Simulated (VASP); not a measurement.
Pd, 1 atom in the cell. Symmetry: Fm-3m, No. 225, cubic system. The conventional cell has a = 3.890 Å, b = 3.890 Å, c = 3.890 Å, α = 90.00°, β = 90.00°, γ = 90.00°. Pd (site symmetry m-3m) has 12 Pd at 2.75 Å within 3.6 Å. 

| Property | Result |
| --- | --- |
| Program | VASP 6.6.1 |
| Task | relaxation of cell and atoms |
| Functional | PBEsol |
| Potentials or basis | VASP PAW PBE potentials, release 64 (Pd) |
| Cutoff | 500 eV |
| k mesh | 10 × 10 × 10 |
| Occupations | fermi-dirac, width 0.05 eV |
| Spin | no spin polarisation |
| Target pressure | 45 GPa |
| Dipole correction | no |
| Further INCAR settings | ALGO = Normal; EDIFF = 1e-07; IBRION = 2; EDIFFG = -0.03; NSW = 50; ISIF = 3 |

Potentials or basis: VASP PAW PBE potentials, release 64 (Pd).

Run with:

```bash
$ cat potpaw_PBE.64/Pd/POTCAR > POTCAR
$ mpirun -np 1 vasp_std > vasp.out
```

Hardware: 1 thread of Intel Xeon 8259CL, on a shared host.

Task: Estimate the wall time of this run.

Result: Run time: 46 s on 1 thread of Intel Xeon 8259CL, with other jobs on the host, peak memory 0.14 GiB. Counts: scf iterations 46, k points 47, ion steps 5.
